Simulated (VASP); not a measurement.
A run of VASP 6.6.1:

The input INCAR:

```
SYSTEM = Na
  PREC = Accurate
  ENCUT = 500
  EDIFF = 1E-7
  ISMEAR = 1
  SIGMA = 0.05
  LREAL = .False.
  LASPH = .True.
  NELM = 120
  ALGO = Normal
  ISIF = 3
  LWAVE = .False.
  LCHARG = .False.
  GGA = PS
  IBRION = 2
  NSW = 60
  EDIFFG = -0.01
  GGA_COMPAT = .False.
  NELMIN = 4
```

The input KPOINTS:

```
Automatic mesh
0
Gamma
  7 7 7
  0 0 0
```

The input POSCAR:

```
Na
1.0
   -2.1410000000      2.1410000000      2.1410000000
    2.1410000000     -2.1410000000      2.1410000000
    2.1410000000      2.1410000000     -2.1410000000
Na
1
Direct
    0.0000000000      0.0000000000      0.0000000000
```

Potentials or basis: VASP PAW PBE potentials, release 64 (Na_pv).

Run with:

```sh
$ cat potpaw_PBE.64/Na_pv/POTCAR > POTCAR
$ mpirun -np 1 vasp_std > vasp.out
```

Hardware: 1 thread of Intel(R) Xeon(R) 6975P-C (Granite Rapids), on a shared host.

Task: How long does it take, and how much memory?

Result: Wall time 4.7 s on 1 thread of Intel(R) Xeon(R) 6975P-C (Granite Rapids), on a shared host, peak memory 0.14 GiB. Counts: scf iterations 24, k points 20, ion steps 3.
